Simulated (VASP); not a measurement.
# ZnCd2Te2 in VASP: further runs

Runs on ZnCd2Te2. Level: PBE. Tasks: single point.

Program: VASP 6.6.1. These are calculated values, not measurements. Logs are shortened: lines on timing, memory, paths and dates and some standing lists are left out, and cuts for length are marked.

## (1) The cell of the first run

The cell holds a slab with vacuum, 5 atoms: a = 4.679 Å, b = 4.679 Å, c = 20.081 Å, α = 90.00°, β = 90.00°, γ = 120.00°.

## (2) Single point, PBE

The input, INCAR:

```
PREC = Accurate
ENCUT = 520
EDIFF = 1E-6
ISMEAR = 0
SIGMA = 0.05
LREAL = F
LASPH = T
NELM = 80
ALGO = Normal
ISIF = 2
LWAVE = F
LCHARG = T
LDIPOL = T
IDIPOL = 3
DIPOL = 0.5 0.5 0.370
GGA = PE
LELF = T
LVHAR = T
LVACPOTAV = T
NBANDS = 32
```

The input, KPOINTS:

```
Automatic mesh
0
Gamma
  6 6 1
```

The input, POSCAR:

```
ZnCd2Te2
1.0
    4.6794578583      0.0000000000      0.0000000000
   -2.3397289292      4.0525293813      0.0000000000
    0.0000000000      0.0000000000     20.0807280860
Te Cd Zn
2 2 1
Direct
    0.0000000000      0.0000000000      0.1991959646
    0.3333333333      0.6666666667      0.4037116126
    0.3333333333      0.6666666667      0.2467634796
    0.6666666667      0.3333333333      0.4273116019
    0.6666666667      1.0000000000      0.5727306963
```

Potentials or basis: VASP PAW PBE potentials, release 64 (Te, Cd, Zn).

Run with:

```sh
$ cat potpaw_PBE.64/Te/POTCAR potpaw_PBE.64/Cd/POTCAR potpaw_PBE.64/Zn/POTCAR > POTCAR
$ mpirun -np 1 vasp_std > vasp.out
```

OUTCAR:

```text
PREC = Accurate
   ENCUT = 520
   EDIFF = 1E-6
   ISMEAR = 0
   LREAL = F
   LASPH = T
   NELM = 80
   ISIF = 2
   GGA = PE

 ion  position               nearest neighbor table
   1  0.000  0.000  0.199-   3 2.87   3 2.87   3 2.87
   2  0.333  0.667  0.404-   4 2.74   4 2.74   4 2.74   3 3.15
   3  0.333  0.667  0.247-   1 2.87   1 2.87   1 2.87   2 3.15
   4  0.667  0.333  0.427-   2 2.74   2 2.74   2 2.74   5 3.31
   5  0.667  0.000  0.573-   4 3.31

  LATTYP: Found a hexagonal cell.
 ALAT       =     4.6794578583
 C/A-ratio  =     4.2912509727

  Lattice vectors:

 A1 = (   4.6794578583,   0.0000000000,   0.0000000000)
 A2 = (  -2.3397289292,   4.0525293813,   0.0000000000)
 A3 = (   0.0000000000,   0.0000000000,  20.0807280860)

Analysis of symmetry for initial positions (statically):
=====================================================================
 Subroutine PRICEL returns:
 Original cell was already a primitive cell.

 Routine SETGRP: Setting up the symmetry group for a
 hexagonal supercell.

 Subroutine GETGRP returns: Found  1 space group operations
 (whereof  1 operations were pure point group operations)
 out of a pool of 24 trial point group operations.

The static configuration has the point symmetry C_1 .

Analysis of symmetry for dynamics (positions and initial velocities):
=====================================================================
 Subroutine PRICEL returns:
 Original cell was already a primitive cell.

 Routine SETGRP: Setting up the symmetry group for a
 hexagonal supercell.

 Subroutine GETGRP returns: Found  1 space group operations
 (whereof  1 operations were pure point group operations)
 out of a pool of 24 trial point group operations.

The dynamic configuration has the point symmetry C_1 .

 Subroutine INISYM returns: Found  1 space group operations
 (whereof  1 operations are pure point group operations),
 and found     1 'primitive' translations

----------------------------------------------------------------------------------------

                                     Primitive cell

  volume of cell :     380.8037

  direct lattice vectors                    reciprocal lattice vectors
     4.679457858  0.000000000  0.000000000     0.213699969  0.123379735  0.000000000
    -2.339728929  4.052529381  0.000000000     0.000000000  0.246759469  0.000000000
     0.000000000  0.000000000 20.080728086     0.000000000  0.000000000  0.049798991

  length of vectors
     4.679457858  4.679457858 20.080728086     0.246759469  0.246759469  0.049798991

  position of ions in fractional coordinates (direct lattice)
     0.000000000  0.000000000  0.199195965
     0.333333333  0.666666667  0.403711613
     0.333333333  0.666666667  0.246763480
     0.666666667  0.333333333  0.427311602
     0.666666667  0.000000000  0.572730696

  ion indices of the primitive-cell ions
   primitive index   ion index
                 1           1
                 2           2
                 3           3
                 4           4
                 5           5

----------------------------------------------------------------------------------------

 KPOINTS: Automatic mesh

Automatic generation of k-mesh.
 Grid dimensions read from file:
 generate k-points for:    6    6    1

 Generating k-lattice:

  Cartesian coordinates                     Fractional coordinates (reciprocal lattice)
     0.035616662  0.020563289  0.000000000     0.166666667  0.000000000  0.000000000
     0.000000000  0.041126578  0.000000000     0.000000000  0.166666667  0.000000000
     0.000000000  0.000000000  0.049798991     0.000000000  0.000000000  1.000000000

  Length of vectors
     0.041126578  0.041126578  0.049798991

  Shift w.r.t. Gamma in fractional coordinates (k-lattice)
     0.000000000  0.000000000  0.000000000

 Subroutine IBZKPT returns following result:
 ===========================================

 Found     20 irreducible k-points:

 Following reciprocal coordinates:
            Coordinates               Weight
  0.000000  0.000000  0.000000      1.000000
  0.166667  0.000000  0.000000      2.000000
  0.000000  0.166667  0.000000      2.000000
 -0.166667  0.166667  0.000000      2.000000
  0.333333  0.000000  0.000000      2.000000
  0.000000  0.333333  0.000000      2.000000
[... 12 lines left out ...]
  0.500000 -0.166667  0.000000      2.000000
  0.333333  0.333333  0.000000      2.000000
   k-points           NKPTS =     20   k-points in BZ     NKDIM =     20   number of bands    NBANDS=     32
   number of dos      NEDOS =    301   number of ions     NIONS =      5
   total plane-waves  NPLWV = 194400
   dimension x,y,z NGX =    36 NGY =   36 NGZ =  150
   dimension x,y,z NGXF=    72 NGYF=   72 NGZF=  300
   ions per type =               2   2   1
   NGX,Y,Z   is equivalent  to a cutoff of  12.79, 12.79, 12.42 a.u.
   NGXF,Y,Z  is equivalent  to a cutoff of  25.58, 25.58, 24.84 a.u.
 SYSTEM =  unknown system
   PREC   = accura    normal or accurate (medium, high low for compatibility)
   ISTART =      0    job   : 0-new  1-cont  2-samecut
   ICHARG =      2    charge: 1-file 2-atom 10-const
   ISPIN  =      1    spin polarized calculation?
   LNONCOLLINEAR =      F non collinear calculations
   LSORBIT =      F    spin-orbit coupling
   LASPH  =      T    aspherical Exc in radial PAW
   ENCUT  =  520.0 eV  38.22 Ry    6.18 a.u.   8.70  8.70 37.34*2*pi/ulx,y,z
   NELM   =     80;   NELMIN=  2; NELMDL= -5     # of ELM steps
   EDIFF  = 0.1E-05   stopping-criterion for ELM
   LREAL  =      F    real-space projection
   EDIFFG = 0.1E-04   stopping-criterion for IOM
   NSW    =      0    number of steps for IOM
   IBRION =     -1    ionic relax: 0-MD 1-quasi-New 2-CG
   NFREE  =      0    steps in history (QN), initial steepest desc. (CG)
   ISIF   =      2    stress and relaxation
   ISYM   =      2    0-nonsym 1-usesym 2-fastsym
   POTIM  = 0.5000    time-step for ionic-motion
   TEBEG  =    0.0;   TEEND  =   0.0 temperature during run
   PSTRESS=    0.0 pullay stress
   NELECT =      48.0000    total number of electrons
   NUPDOWN=      -1.0000    fix difference up-down
   EMIN   =  10.00;   EMAX   =-10.00  energy-range for DOS
   EFERMI =   0.00;   METHOD = LEGACY
   ISMEAR =     0;   SIGMA  =   0.05  broadening in eV -4-tet -1-fermi 0-gaus
   EFERMI_NEDOS =   21; number of points for ismear=-14 and -15
   IALGO  =     38    algorithm
   IMIX   =      4    mixing-type and parameters
     AMIX     =   0.40;   BMIX     =  1.00
     AMIX_MAG =   1.60;   BMIX_MAG =  1.00
  volume/ion in A,a.u.               =      76.16       513.96
  Fermi-wavevector in a.u.,A,eV,Ry     =   0.820833  1.551150  9.167156  0.673767
  Thomas-Fermi vector in A             =   1.931885
   LORBIT       =      0    0 simple, 1 ext, 2 COOP (PROOUT), +10 PAW based schemes
   GGA     = PE    functional components
   LHFCALC =     F    Hartree Fock is set to
   AEXX    =    0.0000 exact exchange contribution
   IVDW    =     0    specifies the selected vdW correction
   LEPSILON=     F    determine dielectric tensor
   LRPA    =     F    only Hartree local field effects (RPA)
 non-spin polarized calculation
 Gauss-broadening in eV      SIGMA  =   0.05
  energy-cutoff  :      520.00
  volume of cell :      380.80
 maximum number of plane-waves:     10277
   NGX = 17   NGY = 17   NGZ = 75

 number of electron      47.9999996 magnetization

 dipolmoment           0.000000      0.000000     -0.232969 electrons x Angstroem

 Free energy of the ion-electron system (eV)
  ---------------------------------------------------
  ext. energy  EPLUGINS =         0.00000000
  ---------------------------------------------------
  free energy    TOTEN  =        -8.83986946 eV

  energy without entropy =       -8.83830229  energy(sigma->0) =       -8.83908588

 E-fermi :  -1.4998     XC(G=0):  -4.5229

 val. band max:       -1.4999647442   @ k =   0.0000   0.0000   0.0000
 cond. band min:      -1.4995583296   @ k =   0.0000   0.0000   0.0000
 fundamental gap:      0.0004064146
 Fermi energy:        -1.4997615369

 k-point     1 :       0.0000    0.0000    0.0000
  band No.  band energies     occupation
      1     -13.8132      2.00000
      2     -11.6805      2.00000
      3     -11.2931      2.00000
      4     -11.2914      2.00000
      5     -11.0020      2.00000
      6     -10.9917      2.00000
[... 24 lines left out ...]
     31       2.7227      0.00000
     32       3.1035      0.00000

 k-point     2 :       0.1667    0.0000    0.0000
  band No.  band energies     occupation
      1     -13.7401      2.00000
      2     -11.6245      2.00000
      3     -11.2590      2.00000
      4     -11.2549      2.00000
      5     -11.0067      2.00000
      6     -11.0021      2.00000
[... 24 lines left out ...]
     31       2.5576      0.00000
     32       2.8502      0.00000

 k-point     3 :       0.0000    0.1667    0.0000
  band No.  band energies     occupation
      1     -13.7397      2.00000
      2     -11.6245      2.00000
      3     -11.2602      2.00000
      4     -11.2540      2.00000
      5     -11.0154      2.00000
      6     -10.9937      2.00000
[... 24 lines left out ...]
     31       2.5978      0.00000
     32       3.0430      0.00000

 k-point     4 :      -0.1667    0.1667    0.0000
  band No.  band energies     occupation
      1     -13.7398      2.00000
      2     -11.6245      2.00000
      3     -11.2594      2.00000
      4     -11.2546      2.00000
      5     -11.0144      2.00000
      6     -10.9949      2.00000
[... 24 lines left out ...]
     31       2.7324      0.00000
     32       2.8171      0.00000

 k-point     5 :       0.3333    0.0000    0.0000
  band No.  band energies     occupation
      1     -13.5947      2.00000
      2     -11.5167      2.00000
      3     -11.1923      2.00000
      4     -11.1560      2.00000
      5     -11.0295      2.00000
      6     -11.0027      2.00000
[... 444 lines left out ...]
     31       3.0783      0.00000
     32       3.5374      0.00000

 k-point    18 :       0.1667    0.3333    0.0000
  band No.  band energies     occupation
      1     -13.5220      2.00000
      2     -11.4661      2.00000
      3     -11.1642      2.00000
      4     -11.1130      2.00000
      5     -11.0392      2.00000
      6     -11.0007      2.00000
[... 24 lines left out ...]
     31       3.1503      0.00000
     32       3.4821      0.00000

 k-point    19 :       0.5000   -0.1667    0.0000
  band No.  band energies     occupation
      1     -13.5232      2.00000
      2     -11.4661      2.00000
      3     -11.1652      2.00000
      4     -11.1064      2.00000
      5     -11.0354      2.00000
      6     -11.0089      2.00000
[... 24 lines left out ...]
     31       3.1297      0.00000
     32       3.4115      0.00000

 k-point    20 :       0.3333    0.3333    0.0000
  band No.  band energies     occupation
      1     -13.4876      2.00000
      2     -11.4420      2.00000
      3     -11.1405      2.00000
      4     -11.1020      2.00000
      5     -11.0410      2.00000
      6     -11.0129      2.00000
[... 24 lines left out ...]
     31       3.3145      0.00000
     32       3.8659      0.00000

------------------------ aborting loop because EDIFF is reached ----------------------------------------

  FORCE on cell =-STRESS in cart. coord.  units (eV):
  Direction    XX          YY          ZZ          XY          YZ          ZX
  --------------------------------------------------------------------------------------
  -------------------------------------------------------------------------------------
  Total        0.2915430      0.5071198     -0.3583249      0.1399957      0.4207059     -0.0171672
  in kB        1.2266256      2.1336344     -1.5076011      0.5890120      1.7700600     -0.0722286
  external PRESSURE =       0.6175530 kB  Pullay stress =       0.0000000 kB

 VOLUME and BASIS-vectors are now :
 -----------------------------------------------------------------------------
  energy-cutoff  :      520.00
  volume of cell :      380.80
      direct lattice vectors                 reciprocal lattice vectors
     4.679457858  0.000000000  0.000000000     0.213699969  0.123379735  0.000000000
    -2.339728929  4.052529381  0.000000000     0.000000000  0.246759469  0.000000000
     0.000000000  0.000000000 20.080728086     0.000000000  0.000000000  0.049798991

 POSITION                                       TOTAL-FORCE (eV/Angst)
 -----------------------------------------------------------------------------------
      0.00000      0.00000      4.00000         0.002512     -0.011773      0.430844
     -0.00000      2.70169      8.10682        -0.027247     -0.095703     -0.231220
     -0.00000      2.70169      4.95519        -0.002188     -0.001639     -0.409480
      2.33973      1.35084      8.58073         0.036198      0.001122      0.202011
      3.11964      0.00000     11.50085        -0.009275      0.107994      0.007845
 -----------------------------------------------------------------------------------
    total drift:                                0.000192      0.000112      0.002362

  FREE ENERGIE OF THE ION-ELECTRON SYSTEM (eV)
  ---------------------------------------------------
  free  energy   TOTEN  =        -8.8398694603 eV

  energy  without entropy=       -8.8383022929  energy(sigma->0) =       -8.83908588

 vacuum level on the upper side and lower side of the slab         1.997         4.220
```

Run time: 2.8 min. Hardware: 1 thread of Intel Xeon 6975P-C (Granite Rapids), shared host; peak memory 0.62 GiB.

What came out:

| Property | Result |
| --- | --- |
| Free energy | -8.8399 eV |
| Largest force | 0.431 eV/Å |
| Band gap on the k mesh | zero (filled and empty bands touch) |

Forces on the atoms (eV/Å):
```
Te   0.003 -0.012  0.431
Te  -0.027 -0.096 -0.231
Cd  -0.002 -0.002 -0.409
Cd   0.036  0.001  0.202
Zn  -0.009  0.108  0.008
```

Caveat: spin-orbit coupling is left out, which moves the levels of the heavy elements.

[end of part 1 of 2]
